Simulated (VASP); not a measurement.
# KF (I4mm) in VASP: single point with PBE

Aim: the single point of KF with PBE.

All numbers are computed with VASP 6.6.1; they aren't measurements. Logs are shortened: lines on timing, memory, paths and dates and some standing lists are left out, and cuts for length are marked.

## 1. The cell of the first run

Symmetry: I4mm, No. 107, tetragonal system. Conventional cell: a = 3.737 Å, b = 3.737 Å, c = 5.462 Å, α = 90.00°, β = 90.00°, γ = 90.00°. Within 2.9 Å of K (site symmetry 4mm) lie 5 F at 2.22 to 2.69 Å. F (site symmetry 4mm) has 5 K at 2.22 to 2.69 Å within 2.9 Å.

## 2. Single point, PBE

Input file INCAR:

```
ALGO = Normal
EDIFF = 1E-6
ENCUT = 520
GGA = PE
ISIF = 2
ISMEAR = 0
LASPH = T
LCHARG = F
LREAL = F
LWAVE = F
NBANDS = 15
NELM = 80
PREC = Accurate
SIGMA = 0.1
```

Input file KPOINTS:

```
k-points
0
Gamma
  6 6 6
```

Input file POSCAR:

```
KF
1.0
   -1.8684508800      1.8684508800      2.7307727400
    1.8684508800     -1.8684508800      2.7307727400
    1.8684508800      1.8684508800     -2.7307727400
K F
1 1
Direct
    0.9532159400      0.9532159400      0.0000000000
    0.5467840600      0.5467840600      0.0000000000
```

Potentials or basis: VASP PAW PBE potentials, release 64 (K_sv, F).

The run is started by

```bash
$ cat potpaw_PBE.64/K_sv/POTCAR potpaw_PBE.64/F/POTCAR > POTCAR
$ mpirun -np 1 vasp_std > vasp.out
```

OUTCAR:

```text
EDIFF = 1E-6
   ENCUT = 520
   GGA = PE
   ISIF = 2
   ISMEAR = 0
   LASPH = T
   LREAL = F
   NELM = 80
   PREC = Accurate

 ion  position               nearest neighbor table
   1  0.953  0.953  0.000-   2 2.22   2 2.69   2 2.69   2 2.69   2 2.69
   2  0.547  0.547  0.000-   1 2.22   1 2.69   1 2.69   1 2.69   1 2.69

  LATTYP: Found a body centered tetragonal cell.
 ALAT       =     3.7369017600
 C/A-ratio  =     1.4615170081

  Lattice vectors:

 A1 = (  -1.8684508800,   1.8684508800,   2.7307727400)
 A2 = (   1.8684508800,  -1.8684508800,   2.7307727400)
 A3 = (   1.8684508800,   1.8684508800,  -2.7307727400)

Analysis of symmetry for initial positions (statically):
=====================================================================
 Subroutine PRICEL returns:
 Original cell was already a primitive cell.

 Routine SETGRP: Setting up the symmetry group for a
 body centered tetragonal supercell.

 Subroutine GETGRP returns: Found  8 space group operations
 (whereof  8 operations were pure point group operations)
 out of a pool of 16 trial point group operations.

The static configuration has the point symmetry C_4v.

Analysis of symmetry for dynamics (positions and initial velocities):
=====================================================================
 Subroutine PRICEL returns:
 Original cell was already a primitive cell.

 Routine SETGRP: Setting up the symmetry group for a
 body centered tetragonal supercell.

 Subroutine GETGRP returns: Found  8 space group operations
 (whereof  8 operations were pure point group operations)
 out of a pool of 16 trial point group operations.

The dynamic configuration has the point symmetry C_4v.

 Subroutine INISYM returns: Found  8 space group operations
 (whereof  8 operations are pure point group operations),
 and found     1 'primitive' translations

----------------------------------------------------------------------------------------

                                     Primitive cell

  volume of cell :      38.1337

  direct lattice vectors                    reciprocal lattice vectors
    -1.868450880  1.868450880  2.730772740     0.000000000  0.267601362  0.183098356
     1.868450880 -1.868450880  2.730772740     0.267601362  0.000000000  0.183098356
     1.868450880  1.868450880 -2.730772740     0.267601362  0.267601362  0.000000000

  length of vectors
     3.799912781  3.799912781  3.799912781     0.324246044  0.324246044  0.378445475

  position of ions in fractional coordinates (direct lattice)
     0.953215940  0.953215940  0.000000000
     0.546784060  0.546784060  0.000000000

  ion indices of the primitive-cell ions
   primitive index   ion index
                 1           1
                 2           2

----------------------------------------------------------------------------------------

 KPOINTS: k-points

Automatic generation of k-mesh.
 Grid dimensions read from file:
 generate k-points for:    6    6    6

 Generating k-lattice:

  Cartesian coordinates                     Fractional coordinates (reciprocal lattice)
     0.000000000  0.044600227  0.030516393     0.166666667 -0.000000000  0.000000000
     0.044600227  0.000000000  0.030516393    -0.000000000  0.166666667  0.000000000
     0.044600227  0.044600227  0.000000000     0.000000000  0.000000000  0.166666667

  Length of vectors
     0.054041007  0.054041007  0.063074246

  Shift w.r.t. Gamma in fractional coordinates (k-lattice)
     0.000000000  0.000000000  0.000000000

 Subroutine IBZKPT returns following result:
 ===========================================

 Found     30 irreducible k-points:

 Following reciprocal coordinates:
            Coordinates               Weight
  0.000000  0.000000  0.000000      1.000000
  0.166667 -0.000000  0.000000      8.000000
  0.333333 -0.000000  0.000000      8.000000
  0.500000 -0.000000  0.000000      4.000000
  0.166667  0.166667  0.000000      8.000000
  0.333333  0.166667  0.000000     16.000000
[... 16 lines left out ...]
 -0.333333 -0.333333  0.166667      8.000000
 -0.166667 -0.333333  0.166667      8.000000
 [... further k-points ...]
   k-points           NKPTS =     30   k-points in BZ     NKDIM =     30   number of bands    NBANDS=     15
   number of dos      NEDOS =    301   number of ions     NIONS =      2
   total plane-waves  NPLWV =  21952
   dimension x,y,z NGX =    28 NGY =   28 NGZ =   28
   dimension x,y,z NGXF=    56 NGYF=   56 NGZF=   56
   ions per type =               1   1
   NGX,Y,Z   is equivalent  to a cutoff of  12.25, 12.25, 12.25 a.u.
   NGXF,Y,Z  is equivalent  to a cutoff of  24.50, 24.50, 24.50 a.u.
 SYSTEM =  unknown system
   PREC   = accura    normal or accurate (medium, high low for compatibility)
   ISTART =      0    job   : 0-new  1-cont  2-samecut
   ICHARG =      2    charge: 1-file 2-atom 10-const
   ISPIN  =      1    spin polarized calculation?
   LNONCOLLINEAR =      F non collinear calculations
   LSORBIT =      F    spin-orbit coupling
   LASPH  =      T    aspherical Exc in radial PAW
   ENCUT  =  520.0 eV  38.22 Ry    6.18 a.u.   7.07  7.07  7.07*2*pi/ulx,y,z
   NELM   =     80;   NELMIN=  2; NELMDL= -5     # of ELM steps
   EDIFF  = 0.1E-05   stopping-criterion for ELM
   LREAL  =      F    real-space projection
   EDIFFG = 0.1E-04   stopping-criterion for IOM
   NSW    =      0    number of steps for IOM
   IBRION =     -1    ionic relax: 0-MD 1-quasi-New 2-CG
   NFREE  =      0    steps in history (QN), initial steepest desc. (CG)
   ISIF   =      2    stress and relaxation
   ISYM   =      2    0-nonsym 1-usesym 2-fastsym
   POTIM  = 0.5000    time-step for ionic-motion
   TEBEG  =    0.0;   TEEND  =   0.0 temperature during run
   PSTRESS=    0.0 pullay stress
   NELECT =      16.0000    total number of electrons
   NUPDOWN=      -1.0000    fix difference up-down
   EMIN   =  10.00;   EMAX   =-10.00  energy-range for DOS
   EFERMI =   0.00;   METHOD = LEGACY
   ISMEAR =     0;   SIGMA  =   0.10  broadening in eV -4-tet -1-fermi 0-gaus
   EFERMI_NEDOS =   21; number of points for ismear=-14 and -15
   IALGO  =     38    algorithm
   IMIX   =      4    mixing-type and parameters
     AMIX     =   0.40;   BMIX     =  1.00
     AMIX_MAG =   1.60;   BMIX_MAG =  1.00
  volume/ion in A,a.u.               =      19.07       128.67
  Fermi-wavevector in a.u.,A,eV,Ry     =   1.225590  2.316029 20.436912  1.502071
  Thomas-Fermi vector in A             =   2.360622
   LORBIT       =      0    0 simple, 1 ext, 2 COOP (PROOUT), +10 PAW based schemes
   GGA     = PE    functional components
   LHFCALC =     F    Hartree Fock is set to
   AEXX    =    0.0000 exact exchange contribution
   IVDW    =     0    specifies the selected vdW correction
   LEPSILON=     F    determine dielectric tensor
   LRPA    =     F    only Hartree local field effects (RPA)
 non-spin polarized calculation
 Gauss-broadening in eV      SIGMA  =   0.10
  energy-cutoff  :      520.00
  volume of cell :       38.13
 maximum number of plane-waves:      1039
   NGX = 15   NGY = 15   NGZ = 15

 number of electron      16.0000001 magnetization

 Free energy of the ion-electron system (eV)
  ---------------------------------------------------
  ext. energy  EPLUGINS =         0.00000000
  ---------------------------------------------------
  free energy    TOTEN  =        -8.02380781 eV

  energy without entropy =       -8.02380781  energy(sigma->0) =       -8.02380781

 E-fermi :  -2.3131     XC(G=0):  -8.3604

 val. band max:       -2.8436349014   @ k =  -0.3333   0.3333   0.1667
 cond. band min:       3.2817280967   @ k =   0.0000   0.0000   0.0000
 fundamental gap:      6.1253629980
 Fermi energy:        -2.3131433352

 k-point     1 :       0.0000    0.0000    0.0000
  band No.  band energies     occupation
      1     -28.8232      2.00000
      2     -21.5693      2.00000
      3     -12.0886      2.00000
      4     -12.0459      2.00000
      5     -12.0459      2.00000
      6      -3.0105      2.00000
      7      -3.0105      2.00000
      8      -2.9135      2.00000
      9       3.2817      0.00000
     10       7.8748      0.00000
     11       8.4318      0.00000
     12       8.4318      0.00000
     13       9.7995      0.00000
     14      10.2159      0.00000
     15      13.8689      0.00000

 k-point     2 :       0.1667   -0.0000    0.0000
  band No.  band energies     occupation
      1     -28.7965      2.00000
      2     -21.5998      2.00000
      3     -12.1603      2.00000
      4     -12.0641      2.00000
      5     -12.0571      2.00000
      6      -3.1990      2.00000
      7      -3.0584      2.00000
      8      -2.9469      2.00000
      9       4.0078      0.00000
     10       7.6258      0.00000
     11       8.3962      0.00000
     12       8.6033      0.00000
     13      10.1026      0.00000
     14      10.4998      0.00000
     15      15.1232      0.00000

 k-point     3 :       0.3333   -0.0000    0.0000
  band No.  band energies     occupation
      1     -28.7425      2.00000
      2     -21.6618      2.00000
      3     -12.2717      2.00000
      4     -12.1316      2.00000
      5     -12.0791      2.00000
      6      -3.4999      2.00000
      7      -3.1561      2.00000
      8      -3.0218      2.00000
      9       5.5446      0.00000
     10       7.2014      0.00000
     11       8.9545      0.00000
     12       9.0953      0.00000
     13      10.7281      0.00000
     14      11.2105      0.00000
     15      14.8495      0.00000

 k-point     4 :       0.5000   -0.0000    0.0000
  band No.  band energies     occupation
      1     -28.7150      2.00000
      2     -21.6932      2.00000
      3     -12.3220      2.00000
      4     -12.1703      2.00000
      5     -12.0899      2.00000
      6      -3.6239      2.00000
      7      -3.2056      2.00000
      8      -3.0632      2.00000
      9       6.2185      0.00000
     10       7.4067      0.00000
     11       9.3948      0.00000
     12       9.4134      0.00000
     13      11.1255      0.00000
     14      11.9132      0.00000
     15      13.1623      0.00000
[... 307 lines left out ...]
 k-point    22 :      -0.1667    0.5000    0.1667
  band No.  band energies     occupation
      1     -28.7074      2.00000
      2     -21.6944      2.00000
      3     -12.3818      2.00000
      4     -12.1880      2.00000
      5     -12.1349      2.00000
      6      -3.4486      2.00000
      7      -3.1312      2.00000
      8      -3.0200      2.00000
      9       6.2142      0.00000
     10       7.0629      0.00000
     11       9.1005      0.00000
     12       9.7600      0.00000
     13      11.1541      0.00000
     14      11.9495      0.00000
     15      13.1168      0.00000

 k-point    23 :      -0.3333   -0.3333    0.1667
  band No.  band energies     occupation
      1     -28.7088      2.00000
      2     -21.6868      2.00000
      3     -12.3337      2.00000
      4     -12.2972      2.00000
      5     -12.1397      2.00000
      6      -3.2922      2.00000
      7      -3.0375      2.00000
      8      -3.0062      2.00000
      9       6.1588      0.00000
     10       6.5742      0.00000
     11       8.9900      0.00000
     12      10.3487      0.00000
     13      10.3996      0.00000
     14      11.7651      0.00000
     15      14.1250      0.00000

 k-point    24 :      -0.1667   -0.3333    0.1667
  band No.  band energies     occupation
      1     -28.7433      2.00000
      2     -21.6617      2.00000
      3     -12.2291      2.00000
      4     -12.1680      2.00000
      5     -12.1401      2.00000
      6      -3.3156      2.00000
      7      -3.0312      2.00000
      8      -3.0271      2.00000
      9       5.2668      0.00000
     10       6.7076      0.00000
     11       9.1697      0.00000
     12       9.5541      0.00000
     13      10.6398      0.00000
     14      10.7370      0.00000
     15      15.5451      0.00000

 [... further k-points ...]

------------------------ aborting loop because EDIFF is reached ----------------------------------------

  FORCE on cell =-STRESS in cart. coord.  units (eV):
  Direction    XX          YY          ZZ          XY          YZ          ZX
  --------------------------------------------------------------------------------------
  -------------------------------------------------------------------------------------
  Total        0.3164055      0.3164055      3.3091484      0.0000000      0.0000000      0.0000000
  in kB       13.2936952     13.2936952    139.0330054      0.0000000      0.0000000      0.0000000
  external PRESSURE =      55.2067986 kB  Pullay stress =       0.0000000 kB

 VOLUME and BASIS-vectors are now :
 -----------------------------------------------------------------------------
  energy-cutoff  :      520.00
  volume of cell :       38.13
      direct lattice vectors                 reciprocal lattice vectors
    -1.868450880  1.868450880  2.730772740     0.000000000  0.267601362  0.183098356
     1.868450880 -1.868450880  2.730772740     0.267601362  0.000000000  0.183098356
     1.868450880  1.868450880 -2.730772740     0.267601362  0.267601362  0.000000000

 POSITION                                       TOTAL-FORCE (eV/Angst)
 -----------------------------------------------------------------------------------
      0.00000      0.00000      5.20603         0.000000      0.000000      1.544367
      0.00000      0.00000      2.98629        -0.000000     -0.000000     -1.544367
 -----------------------------------------------------------------------------------
    total drift:                               -0.000001     -0.000001     -0.000052

  FREE ENERGIE OF THE ION-ELECTRON SYSTEM (eV)
  ---------------------------------------------------
  free  energy   TOTEN  =        -8.0238078138 eV

  energy  without entropy=       -8.0238078138  energy(sigma->0) =       -8.02380781
```

Wall time 12 s (1 thread of AMD EPYC 9R45 (Zen 5), shared host); peak memory 0.13 GiB.

Results:

- Free energy: -8.0238 eV
- Pressure: 5.5 GPa
- Largest force: 1.544 eV/Å
- Band gap on the k mesh: 6.13 eV (least direct gap 6.20 eV)

Forces in eV/Å, atoms in the order of the input:
```
K    0.000  0.000  1.544
F    0.000  0.000 -1.544
```

Caveat: the cell stands under pressure; forces of over 1 eV/Å act on the atoms, so gaps and moduli don't describe the material at rest.
